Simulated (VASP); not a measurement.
MoS2, 3 atoms in the cell. The structure is trigonal, space group R3m (No. 160). Conventional cell: a = 3.175 Å, b = 3.175 Å, c = 18.582 Å, α = 90.00°, β = 90.00°, γ = 120.00°. Mo (site symmetry 3m) has 6 S at 2.40 Å and 6 Mo at 3.18 Å within 3.2 Å. Within 3.2 Å of S (site symmetry 3m) lie 3 Mo at 2.40 Å and 7 S at 3.11 to 3.18 Å. S (site symmetry 3m) has 3 Mo at 2.40 Å and 7 S at 3.11 to 3.18 Å within 3.2 Å. 

| Item | Value |
| --- | --- |
| Program | VASP 6.6.1 |
| Task | single point |
| Functional | PBEsol |
| Potentials or basis | VASP PAW PBE potentials, release 64 (Mo_sv, S) |
| Cutoff | 520 eV |
| k mesh | 6 × 6 × 6 |
| Occupations | methfessel-paxton, width 0.001 eV |
| Spin | no spin polarisation |
| Dipole correction | no |
| Further INCAR settings | ALGO = Normal; EDIFF = 1e-07; NBANDS = 20 |

Potentials or basis: VASP PAW PBE potentials, release 64 (Mo_sv, S).

Run with:

```bash
$ cat potpaw_PBE.64/Mo_sv/POTCAR potpaw_PBE.64/S/POTCAR > POTCAR
$ mpirun -np 1 vasp_std > vasp.out
```

Hardware: 1 thread of Intel Xeon 8259CL, on a shared host.

Q: Estimate the wall time of this run.

A: Run time: 3.6 min on 1 thread of Intel Xeon 8259CL, with other jobs on the host, peak memory 0.31 GiB. Counts: scf iterations 15, k points 32.
